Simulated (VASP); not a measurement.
# B (P6_3/mmc) in VASP: further runs, part 2 of 2

VASP 6.6.1. The steps go on from the part before.

## 3. Relaxation of cell and atoms, PBE

This run uses another cell than the first one, of 6.55 Å³/atom, 0.501 times its volume.

INCAR reads:

```
PREC = Accurate
ENCUT = 500
EDIFF = 1E-7
ISMEAR = -1
SIGMA = 0.1
LREAL = False
LASPH = True
NELM = 120
ALGO = Normal
ISIF = 3
LWAVE = False
LCHARG = False
GGA = PE
IBRION = 2
NSW = 80
EDIFFG = -0.01
GGA_COMPAT = False
NELMIN = 4
```

KPOINTS reads:

```
Automatic mesh
0
Gamma
  17 17 5
```

POSCAR reads:

```
B
1.0
    2.1005919712      0.0000000000      0.0000000000
   -1.0502959856      1.8191660100      0.0000000000
    0.0000000000      0.0000000000      6.8605333778
B
4
Direct
    0.0000000000      0.0000000000      0.0000000000
    0.0000000000      0.0000000000      0.5000000000
    0.3333333333      0.6666666667      0.2500000000
    0.6666666667      0.3333333333      0.7500000000
```

Potentials or basis: VASP PAW PBE potentials, release 64 (B).

The run is started by

```
$ cat potpaw_PBE.64/B/POTCAR > POTCAR
$ mpirun -np 1 vasp_std > vasp.out
```

OUTCAR:

```text
PREC = Accurate
   ENCUT = 500
   EDIFF = 1E-7
   ISMEAR = -1
   LREAL = False
   LASPH = True
   NELM = 120
   ISIF = 3
   GGA = PE
   IBRION = 2
   NSW = 80
   EDIFFG = -0.01
   NELMIN = 4

 ion  position               nearest neighbor table
   1  0.000  0.000  0.000-   3 2.10   4 2.10   3 2.10   4 2.10   4 2.10   3 2.10
   2  0.000  0.000  0.500-   3 2.10   4 2.10   3 2.10   4 2.10   4 2.10   3 2.10
   3  0.333  0.667  0.250-   1 2.10   2 2.10   1 2.10   2 2.10   1 2.10   2 2.10
   4  0.667  0.333  0.750-   1 2.10   2 2.10   1 2.10   2 2.10   1 2.10   2 2.10

  LATTYP: Found a hexagonal cell.
 ALAT       =     2.1005919712
 C/A-ratio  =     3.2659999999

  Lattice vectors:

 A1 = (   2.1005919712,   0.0000000000,   0.0000000000)
 A2 = (  -1.0502959856,   1.8191660100,   0.0000000000)
 A3 = (   0.0000000000,   0.0000000000,   6.8605333778)

Analysis of symmetry for initial positions (statically):
=====================================================================
 Subroutine PRICEL returns:
 Original cell was already a primitive cell.

 Routine SETGRP: Setting up the symmetry group for a
 hexagonal supercell.

 Subroutine GETGRP returns: Found 24 space group operations
 (whereof 12 operations were pure point group operations)
 out of a pool of 24 trial point group operations.

The static configuration has the point symmetry D_3d.
 The point group associated with its full space group is D_6h.

Analysis of symmetry for dynamics (positions and initial velocities):
=====================================================================
 Subroutine PRICEL returns:
 Original cell was already a primitive cell.
[... 288 lines left out ...]
      6       1.2024      2.00000
      7       1.2120      2.00000
      8       5.3343      2.00000
      9      15.8984      0.00000
     10      22.5607      0.00000
[... 287 lines left out ...]
 k-point    24 :       0.1765    0.1765    0.0000
  band No.  band energies     occupation
      1      -4.9412      2.00000
      2      -4.2122      2.00000
      3      -4.2119      2.00000
      4      -3.2043      2.00000
      5       4.7832      2.00000
      6       7.7558      2.00000
      7       7.7561      2.00000
      8      12.0143      0.00000
      9      19.2578      0.00000
     10      22.7174      0.00000

 [... further k-points ...]

[... ionic steps 4 to 31 ...]

--------------------------------------- Ionic step       32  -------------------------------------------

 number of electron      12.0000000 magnetization

------------------------ aborting loop because EDIFF is reached ----------------------------------------
[... 71 lines left out ...]
--------------------------------------- Ionic step       34  -------------------------------------------

 number of electron      12.0000000 magnetization

 Free energy of the ion-electron system (eV)
  ---------------------------------------------------
  ext. energy  EPLUGINS =         0.00000000
  ---------------------------------------------------
  free energy    TOTEN  =       -23.31066484 eV

  energy without entropy =      -23.27521084  energy(sigma->0) =      -23.29293784

 E-fermi :   7.1780     XC(G=0): -11.3768

 val. band max:        7.1289129242   @ k =   0.3529   0.2353   0.0000
 cond. band min:       7.1895474618   @ k =   0.3529   0.0588   0.2000
 fundamental gap:      0.0606345376
 Fermi energy:         7.1779571790

 k-point     1 :       0.0000    0.0000    0.0000
  band No.  band energies     occupation
      1     -10.3876      2.00000
      2      -9.8289      2.00000
      3      -9.8289      2.00000
      4      -9.0710      2.00000
      5      -2.4749      2.00000
      6      -0.2956      2.00000
      7      -0.2697      2.00000
      8       2.5089      2.00000
      9      11.7415      0.00000
     10      16.7198      0.00000
[... 330 lines left out ...]
  FREE ENERGIE OF THE ION-ELECTRON SYSTEM (eV)
  ---------------------------------------------------
  free  energy   TOTEN  =       -23.3106648444 eV

  energy  without entropy=      -23.2752108383  energy(sigma->0) =      -23.29293784

 reached required accuracy - stopping structural energy minimisation
```

OSZICAR:

```text
N       E                     dE             d eps       ncg     rms          rms(c)
DAV:   1     0.136240457595E+02    0.13624E+02   -0.59419E+03  1980   0.109E+03
DAV:   2    -0.199507456687E+02   -0.33575E+02   -0.31750E+02  2696   0.159E+02
DAV:   3    -0.209014218354E+02   -0.95068E+00   -0.90655E+00  2984   0.239E+01
DAV:   4    -0.209125393642E+02   -0.11118E-01   -0.10983E-01  2830   0.175E+00
[... 286 lines left out ...]
DAV:   1    -0.233107055252E+02   -0.10719E-03   -0.13111E-03  1980   0.340E-01    0.256E-02
DAV:   2    -0.233106738864E+02    0.31639E-04   -0.29890E-05  2156   0.445E-02    0.126E-02
DAV:   3    -0.233106645423E+02    0.93442E-05   -0.19673E-05  2164   0.318E-02    0.174E-03
DAV:   4    -0.233106647507E+02   -0.20846E-06   -0.29928E-07  2270   0.453E-03    0.592E-04
DAV:   5    -0.233106648444E+02   -0.93718E-07   -0.16250E-08  1208   0.102E-03
  34 F= -.23310665E+02 E0= -.23292938E+02  d E =-.195742E-03
```

CONTCAR:

```text
B
   1.00000000000000
     1.7141734396496846   -0.0000000000000000    0.0000000000000000
    -0.8570867198248429    1.4845177452124294   -0.0000000000000000
     0.0000000000000000   -0.0000000000000000   11.8197011084909338
  B
     4
Direct
     0.0000000000000000    0.0000000000000000    0.0000000000000000
     0.0000000000000000    0.0000000000000000    0.5000000000000000
     0.3333333332999970    0.6666666667000030    0.2500000000000000
     0.6666666667000030    0.3333333332999970    0.7500000000000000

  0.00000000E+00  0.00000000E+00  0.00000000E+00
  0.00000000E+00  0.00000000E+00  0.00000000E+00
  0.00000000E+00  0.00000000E+00  0.00000000E+00
  0.00000000E+00  0.00000000E+00  0.00000000E+00
```

It took 10 min on 1 thread of AMD EPYC 7R43 (Zen 3), shared host; peak memory 0.1 GiB.

What came out:

```
Free energy                            : -23.3107 eV
Relaxed volume                         : 7.52 Å³/atom
Relaxed cell                           : a = 1.714 Å, b = 1.714 Å, c = 11.820 Å, α = 90.00°, β = 90.00°, γ = 120.00°
Space group after relaxing (to 0.05 Å) : P6_3/mmc (No. 194)
Energy gained by relaxing              : 605.4 meV/atom
Ionic steps                            : 34
Pressure after relaxing                : -0.1 GPa
Band gap on the k mesh                 : zero (band 6 reaches 9.97 eV, above the bottom of band 7 at -0.27 eV)
```

Step by step:
| step | energy change (eV) | largest force (eV/Å) | pressure (GPa) | volume (Å³) |
| --- | --- | --- | --- | --- |
| 1 | 0.0000 | 0.0000 | -21.30 | 26.22 |
| 2 | -0.1776 | 0.0000 | 8.69 | 23.04 |
| 3 | -0.1919 | 0.0000 | 1.19 | 23.66 |
| 4 | -0.2208 | 0.0000 | 1.77 | 23.64 |
| 5 | -0.3457 | 0.0000 | 3.86 | 23.54 |
| 6 | -0.6410 | 0.0000 | 14.67 | 23.16 |
| 7 | -0.5342 | 0.0000 | 64.32 | 21.83 |
| 8 | -0.7460 | 0.0000 | 44.41 | 22.32 |
| 9 | -0.7730 | 0.0000 | 37.34 | 22.50 |
| 10 | -0.7577 | 0.0000 | 42.55 | 22.37 |
| 11 | -0.7597 | 0.0000 | 42.70 | 22.37 |
| 12 | -0.7647 | 0.0000 | 43.17 | 22.39 |
| 13 | -0.7734 | 0.0000 | 44.08 | 22.43 |
| 14 | -0.7892 | 0.0000 | 45.98 | 22.49 |
| 15 | -0.8081 | 0.0000 | 49.29 | 22.60 |
| 16 | -0.9239 | 0.0000 | 56.02 | 22.75 |
| 17 | -0.9489 | 0.0000 | 86.74 | 22.78 |
| 18 | -1.0822 | 0.0000 | 70.02 | 22.81 |
| 19 | -1.0612 | 0.0000 | 76.62 | 22.81 |
| 20 | -1.1259 | 0.0000 | 79.03 | 23.12 |
| 21 | -1.1305 | 0.0000 | 80.46 | 23.29 |
| 22 | -1.2505 | 0.0000 | 75.46 | 23.57 |
| 23 | -1.5699 | 0.0000 | 61.50 | 24.42 |
| 24 | -2.0403 | 0.0000 | 37.72 | 26.17 |
| 25 | -2.4134 | 0.0000 | 3.46 | 29.91 |
| 26 | -2.4153 | 0.0000 | 1.62 | 30.18 |
| 27 | -2.4152 | 0.0000 | 0.62 | 30.33 |
| 28 | -2.4170 | 0.0000 | 0.42 | 30.30 |
| 29 | -2.4206 | 0.0000 | -0.18 | 30.23 |
| 30 | -2.4199 | 0.0000 | -1.31 | 30.08 |
| 31 | -2.4215 | 0.0000 | -0.69 | 30.16 |
| 32 | -2.4215 | 0.0000 | -0.67 | 30.17 |
| 33 | -2.4217 | 0.0000 | -0.39 | 30.13 |
| 34 | -2.4217 | 0.0000 | -0.09 | 30.08 |

Final structure:
```
CELL_PARAMETERS angstrom
1.71417 0.00000 0.00000
-0.85709 1.48452 0.00000
0.00000 0.00000 11.81970
ATOMIC_POSITIONS crystal
B 0.00000 0.00000 0.00000
B 0.00000 0.00000 0.50000
B 0.33333 0.66667 0.25000
B 0.66667 0.33333 0.75000
```

## 4. Single point, PBE

This run uses another cell than the first one, of 11.67 Å³/atom, 0.893 times its volume.

INCAR reads:

```
SYSTEM = B
PREC = Accurate ; ENCUT = 500
EDIFF = 1E-6 ; ISMEAR = -1
SIGMA = 0.1 ; LREAL = .FALSE.
LASPH = .TRUE. ; NELM = 120
ALGO = Normal ; ISIF = 2
LWAVE = .FALSE. ; LCHARG = .FALSE.
GGA = PE ; NBANDS = 14
GGA_COMPAT = .FALSE.
```

KPOINTS reads:

```
regular mesh
0
G
  27 27 3
  0 0 0
```

POSCAR reads:

```
B
1.0
    1.7151875573      0.0000000000      0.0000000000
   -0.8575937786      1.4853959969      0.0000000000
    0.0000000000      0.0000000000     18.3282914819
B
4
Direct
    1.0000000000      1.0000000000      1.0000000000
    1.0000000000      1.0000000000      0.5000000000
    0.3333333333      0.6666666667      0.2500000000
    0.6666666667      0.3333333333      0.7500000000
```

Potentials or basis: VASP PAW PBE potentials, release 64 (B).

The run is started by

```
$ cat potpaw_PBE.64/B/POTCAR > POTCAR
$ mpirun -np 1 vasp_std > vasp.out
```

OUTCAR:

```text
SYSTEM = B
   PREC = Accurate
   ENCUT = 500
   EDIFF = 1E-6
   ISMEAR = -1
   LREAL = .FALSE.
   LASPH = .TRUE.
   NELM = 120
   ISIF = 2
   GGA = PE

 ion  position               nearest neighbor table
   1  0.000  0.000  0.000-
   2  0.000  0.000  0.500-
   3  0.333  0.667  0.250-
   4  0.667  0.333  0.750-

  LATTYP: Found a hexagonal cell.
 ALAT       =     1.7151875573
 C/A-ratio  =    10.6858817882

  Lattice vectors:

 A1 = (   1.7151875573,   0.0000000000,   0.0000000000)
 A2 = (  -0.8575937786,   1.4853959969,   0.0000000000)
 A3 = (   0.0000000000,   0.0000000000,  18.3282914819)

Analysis of symmetry for initial positions (statically):
=====================================================================
 Subroutine PRICEL returns:
 Original cell was already a primitive cell.

 Routine SETGRP: Setting up the symmetry group for a
 hexagonal supercell.

 Subroutine GETGRP returns: Found 24 space group operations
 (whereof 12 operations were pure point group operations)
 out of a pool of 24 trial point group operations.

The static configuration has the point symmetry D_3d.
[... 175 lines left out ...]
  band No.  band energies     occupation
      1     -13.5538      2.00000
      2     -13.5330      2.00000
      3     -13.5330      2.00000
      4     -13.5118      2.00000
      5      -4.4680      2.00000
      6      -4.2470      2.00000
      7      -4.2470      2.00000
      8      -4.0050      2.00000
      9       5.2038      0.00000
     10       6.4322      0.00000
     11       6.4323      0.00000
     12       8.7134      0.00000
     13      11.1663      0.00000
     14      14.7010      0.00000
[... 377 lines left out ...]
      1      -7.1630      2.00000
      2      -7.1555      2.00000
      3      -7.1555      2.00000
      4      -7.1480      2.00000
      5       5.1644      0.00000
      6       5.3354      0.00000
      7       5.3355      0.00000
      8       5.5259      0.00000
      9       7.5102      0.00000
     10       7.5734      0.00000
     11       7.5735      0.00000
     12       7.6226      0.00000
     13      15.5996      0.00000
     14      16.4676      0.00000

 [... further k-points ...]
[... 5 lines left out ...]
  --------------------------------------------------------------------------------------
  -------------------------------------------------------------------------------------
  Total       -0.3164456     -0.3164456     -0.0272070     -0.0000000     -0.0000000     -0.0000000
  in kB      -10.8575996    -10.8575996     -0.9335008     -0.0000000     -0.0000000     -0.0000000
  external PRESSURE =      -7.5495667 kB  Pullay stress =       0.0000000 kB

 VOLUME and BASIS-vectors are now :
 -----------------------------------------------------------------------------
  energy-cutoff  :      500.00
  volume of cell :       46.70
      direct lattice vectors                 reciprocal lattice vectors
     1.715187557  0.000000000  0.000000000     0.583026618  0.336610575  0.000000000
    -0.857593779  1.485395997  0.000000000     0.000000000  0.673221149  0.000000000
     0.000000000  0.000000000 18.328291482     0.000000000  0.000000000  0.054560459

 POSITION                                       TOTAL-FORCE (eV/Angst)
 -----------------------------------------------------------------------------------
      0.00000      0.00000      0.00000        -0.000000      0.000000     -0.000000
      0.00000      0.00000      9.16415        -0.000000      0.000000     -0.000000
     -0.00000      0.99026      4.58207        -0.000000     -0.000000     -0.000000
      0.85759      0.49513     13.74622         0.000000      0.000000      0.000000
 -----------------------------------------------------------------------------------
    total drift:                               -0.000000     -0.000000      0.000000

  FREE ENERGIE OF THE ION-ELECTRON SYSTEM (eV)
  ---------------------------------------------------
  free  energy   TOTEN  =       -24.0179096315 eV

  energy  without entropy=      -23.9988669604  energy(sigma->0) =      -24.00838830
```

stdout:

```text
POSCAR found type information on POSCAR B
 POSCAR found :  1 types and       4 ions
 scaLAPACK will be used
 LDA part: xc-table for (Slater+PW92), standard interpolation
 POSCAR, INCAR and KPOINTS ok, starting setup
 FFT: planning ... GRIDC
 FFT: planning ... GRID_SOFT
 FFT: planning ... GRID
 WAVECAR not read
 entering main loop
```

It took 2.1 min on 1 thread of AMD EPYC 7R43 (Zen 3), shared host; peak memory 0.16 GiB.

What came out:

* Free energy: -24.0179 eV
* Pressure: -0.8 GPa
* Band gap on the k mesh: zero (band 6 reaches 6.80 eV, above the bottom of band 7 at -4.25 eV)

Stress tensor (GPa, compression positive):
```
-1.09  0.00  0.00
 0.00 -1.09  0.00
 0.00  0.00 -0.09
```

Caveat: this functional lacks dispersion, which binds the layers, so the pressure and a relaxed spacing across them are unreliable.

## 5. The runs side by side

| task | cell | k mesh | gap on the mesh (eV) | pressure (GPa) |
| --- | --- | --- | --- | --- |
| single point | a = 1.781, b = 1.781, c = 19.034 Å, angles 90.0, 90.0, 120.0°, 4 atoms | 23 × 23 × 2 | none | -14.1 |
| relaxation of cell and atoms | relaxed from a = 2.101, b = 2.101, c = 6.861 Å, angles 90.0, 90.0, 120.0°, 4 atoms | 17 × 17 × 5 | none | -0.1 |
| single point | a = 1.715, b = 1.715, c = 18.328 Å, angles 90.0, 90.0, 120.0°, 4 atoms | 27 × 27 × 3 | none | -0.8 |

Alike in all rows: level PBE; potentials or basis VASP PAW PBE potentials, release 64 (B); no spin polarisation; cutoff (eV) 500; smearing fermi-dirac 0.1 eV.

Caveats: this functional lacks dispersion, which binds the layers, so the pressure and a relaxed spacing across them are unreliable (some runs).

Absolute energies hang on the potentials; compare differences alone.
